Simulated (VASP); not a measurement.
Input of a VASP 6.6.1 run:

INCAR

```
PREC     = Accurate       # precision mode
ENCUT    = 520            # plane-wave cutoff, eV
EDIFF    = 1E-7           # SCF threshold, eV
ISMEAR   = 0              # smearing method
SIGMA    = 0.15           # smearing width, eV
LREAL    = False          # projectors in reciprocal space
LASPH    = True           # aspherical terms in the spheres
NELM     = 60             # most SCF steps
ALGO     = Fast           # electronic algorithm
ISIF     = 2              # what is computed and relaxed
LWAVE    = False          # write WAVECAR
LCHARG   = False          # write CHGCAR
GGA      = PE             # functional
IVDW     = 12             # dispersion correction
NBANDS   = 14             # bands
```

Contents of KPOINTS:

```
Automatic mesh
0
Gamma
  18 18 4
```

File POSCAR:

```
Al
1.0
    2.8144222650      0.0000000000      0.0000000000
   -1.4072111325      2.4373611785      0.0000000000
    0.0000000000      0.0000000000      9.2410470710
Al
4
Direct
    0.0000000000      0.0000000000      0.0000000000
    0.2471745802      0.4943491605      0.1894008065
    0.0000000000      0.0000000000      0.5000000000
    0.6666666667      0.3333333333      0.7500000000
```

Potentials or basis: VASP PAW PBE potentials, release 64 (Al).

Launch:

```sh
$ cat potpaw_PBE.64/Al/POTCAR > POTCAR
$ mpirun -np 1 vasp_std > vasp.out
```

**Question.** Predict the largest force.

**Answer.** 6.165 eV/Å.

**Question.** Estimate the pressure.

**Answer.** 9.8 GPa.

**Question.** Predict the band gap on the k mesh.

**Answer.** Zero (band 6 reaches 12.03 eV, above the bottom of band 7 at 7.16 eV).

**Question.** Estimate the dispersion energy per atom.

**Answer.** -0.352 eV.

Forces on the atoms (eV/Å):
```
Al   0.000 -2.254 -5.090
Al   0.000  2.301  5.720
Al   0.000 -0.024 -0.654
Al   0.000 -0.023  0.025
```

Caveat: the cell differs from its parent crystal (atom 2 (Al) moved by -0.420 Å along [1 2 0] and -0.560 Å along [0 0 1]); pairwise dispersion overbinds metals, which lowers pressure and volume; forces of over 1 eV/Å act on the atoms, so gaps and moduli don't describe the material at rest.
